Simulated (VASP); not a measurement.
Set up this calculation in VASP 6.6.1, as the native input.

* Task: single point
* Functional: PBE
* Potentials or basis: VASP PAW PBE potentials, release 64 (C)
* Cutoff: 520 eV
* k mesh: 14 × 14 × 4
* Occupations: fermi-dirac, width 0.05 eV
* Spin: no spin polarisation
* Dipole correction: no
* Further INCAR settings: ALGO = Normal; EDIFF = 1e-06; NBANDS = 16

The structure of C lies in POSCAR:

```
C
1.0
    2.4990250333      0.0000000000      0.0000000000
   -1.2495125166      2.1642191635      0.0000000000
    0.0000000000      0.0000000000      8.6389424672
C
4
Direct
    1.0000000000      1.0000000000      0.2500000000
    0.0000000000      0.0000000000      0.7500000000
    0.3333333333      0.6666666667      0.2500000000
    0.6666666667      0.3333333333      0.7500000000
```

This cell differs from its parent crystal: volume scaled by 1.04.

One way to write it, as run:

INCAR

```
SYSTEM = C
  ALGO = Normal
  EDIFF = 1E-6
  ENCUT = 520
  GGA = PE
  ISIF = 2
  ISMEAR = -1
  LASPH = .TRUE.
  LCHARG = .FALSE.
  LREAL = .FALSE.
  LWAVE = .FALSE.
  NBANDS = 16
  NELM = 80
  PREC = Accurate
  SIGMA = 0.05
```

KPOINTS

```
k-points
0
G
  14 14 4
  0 0 0
```

Potentials or basis: VASP PAW PBE potentials, release 64 (C).

Run with:

```bash
$ cat potpaw_PBE.64/C/POTCAR > POTCAR
$ mpirun -np 1 vasp_std > vasp.out
```

Results of the run:

The pressure is -7.6 GPa and the band gap on the k mesh is 1.10 eV, direct.

Caveat: this functional lacks dispersion, which binds the layers, so the pressure and a relaxed spacing across them are unreliable.

Wall time 72 s on 1 thread of Intel(R) Xeon(R) Platinum 8259CL CPU @ 2.50GHz (Skylake/Cascade Lake), on a shared host, peak memory 0.17 GiB.
